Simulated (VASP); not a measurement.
Input of a VASP 6.6.1 run:

Contents of INCAR:

```
SYSTEM = Al16Si
PREC = Accurate ; ENCUT = 520
EDIFF = 1E-6 ; ISMEAR = 0
SIGMA = 0.05 ; LREAL = Auto
LASPH = .True. ; NELM = 80
ALGO = Normal ; ISIF = 2
LWAVE = .False. ; LCHARG = .False.
IBRION = 2 ; NSW = 80
EDIFFG = -0.03
```

KPOINTS

```
regular mesh
0
Gamma
  4 4 1
  0 0 0
```

Contents of POSCAR:

```
Al16Si
1.0
    5.7275650000      0.0000000000      0.0000000000
    2.8637820000      4.9602170000      0.0000000000
    0.0000000000      0.0000000000     19.0148060000
Al Si
16 1
Selective dynamics
Direct
    0.0000000000      0.0000000000      0.0525906000  F F F
    0.4999999900      0.0000000000      0.0525906000  F F F
    0.0000000500      0.4999999700      0.0525906000  F F F
    0.5000000500      0.4999999700      0.0525906000  F F F
    0.1666666800      0.1666666600      0.1755615400  T T T
    0.6666666800      0.1666666600      0.1755615400  T T T
    0.1666667400      0.6666666300      0.1755615400  T T T
    0.6666667300      0.6666666300      0.1755615400  T T T
   -0.1666666300      0.3333333200      0.2985324800  T T T
    0.3333333700      0.3333333200      0.2985324800  T T T
   -0.1666665700      0.8333332900      0.2985324800  T T T
    0.3333334200      0.8333332900      0.2985324800  T T T
    0.0000000000      0.0000000000      0.4215034200  T T T
    0.4999999900      0.0000000000      0.4215034200  T T T
    0.0000000500      0.4999999700      0.4215034200  T T T
    0.5000000500      0.4999999700      0.4215034200  T T T
    0.6666667300      0.6666666300      0.5109074400  T T T
```

Potentials or basis: VASP PAW LDA potentials, release 64 (Al, Si).

The run is started by

```sh
$ cat potpaw_LDA.64/Al/POTCAR potpaw_LDA.64/Si/POTCAR > POTCAR
$ mpirun -np 1 vasp_std > vasp.out
```

(1) Estimate the energy gained by relaxing.

(2) What does it give for the band gap on the k mesh?

## Answers

(1) 18.5 meV/atom.

(2) zero (bands 26 and 27 overlap by 0.51 eV).

Caveat: there is no dipole correction, which matters where the two faces differ.
